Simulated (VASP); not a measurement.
## MgS: electric field gradients with PBEsol

Crystal: MgS.

```
Mg S
1.0
     0.00000    2.63589    2.63589
     2.63589    0.00000    2.63589
     2.63589    2.63589    0.00000
Mg S
1 1
Direct
  0.00000 0.00000 0.00000
  0.50000 0.50000 0.50000
```

This cell differs from its parent crystal: volume scaled by 1.04.

```
Program                : VASP 6.6.1
Task                   : electric field gradients
Functional             : PBEsol
Potentials or basis    : VASP PAW PBE potentials, release 64 (Mg, S)
Cutoff                 : 520 eV
k mesh                 : 10 × 10 × 10
Occupations            : fermi-dirac, width 0.03 eV
Spin                   : no spin polarisation
Dipole correction      : no
Further INCAR settings : ALGO = Normal; EDIFF = 1e-08; NBANDS = 11
```

- Pressure: -3.8 GPa
- Band gap on the k mesh: 2.62 eV, indirect (least direct gap 3.30 eV)

Levels at points of the mesh, in eV from the valence-band top:
```csv
k point,band 1,band 2,band 3,band 4,band 5,band 6,band 7,band 8,band 9
"(0.00, 0.00, 0.00)",-12.46,0.00,0.00,0.00,3.30,7.88,7.88,7.88,10.27
"(0.50, 0.00, 0.00)",-11.24,-4.69,-0.56,-0.56,4.34,6.78,6.78,9.65,11.76
"(0.50, 0.50, 0.00)",-10.89,-4.06,-1.62,-1.62,2.62,4.36,11.49,12.71,12.86
```

Wall time 47 s on 1 thread of AMD EPYC 7R13, on a shared host, peak memory 0.14 GiB.

Caveat: without QUAD_EFG the Cq values of the log hold for a quadrupole moment of 1 mb, not for the nuclei; the PAW data sets were made with another functional, which shifts forces and pressure a little. A k mesh can miss the band edges.
